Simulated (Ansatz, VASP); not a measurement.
**Two plane-wave programs on HfN**

```xyz
2
Lattice="0.0000 2.1006 2.1006 2.1006 0.0000 2.1006 2.1006 2.1006 0.0000" Properties=species:S:1:pos:R:3 pbc="T T T"
Hf    0.0000    0.0000    0.0000
N     2.1006    2.1006    2.1006
```

Change from the starting cell: volume scaled by 0.8, PAW files.

Alike in both runs: task single point; functional r2SCAN; k mesh 15 × 15 × 15; occupations fermi-dirac, width 0.1 eV; no spin polarisation.

|  | VASP | Ansatz |
| --- | --- | --- |
| version | VASP 6.6.1 | Ansatz 0.2.0 |
| potentials or method | VASP PAW PBE potentials, release 64 (Hf_pv, N) | PAW with Ansatz's default frozen-core files, scalar-relativistic |
| plane-wave cutoff (eV) | 520 | 500 |
| valence electrons in the cell | 15 | 31 |

```tsv
	VASP	Ansatz	Ansatz less VASP
pressure (GPa)	98.2	100.3	+2.17
```

VASP's potentials were made for PBE, not for r2SCAN. Both programs put the cell under a high pressure, so it lies far from rest at this level. VASP's potentials hold 15 valence electrons a cell and Ansatz's 31, so a difference there can come from the potentials and not from the codes.

Spin-orbit coupling is off throughout. Noted on VASP's run: the cell as given lies far from equilibrium.
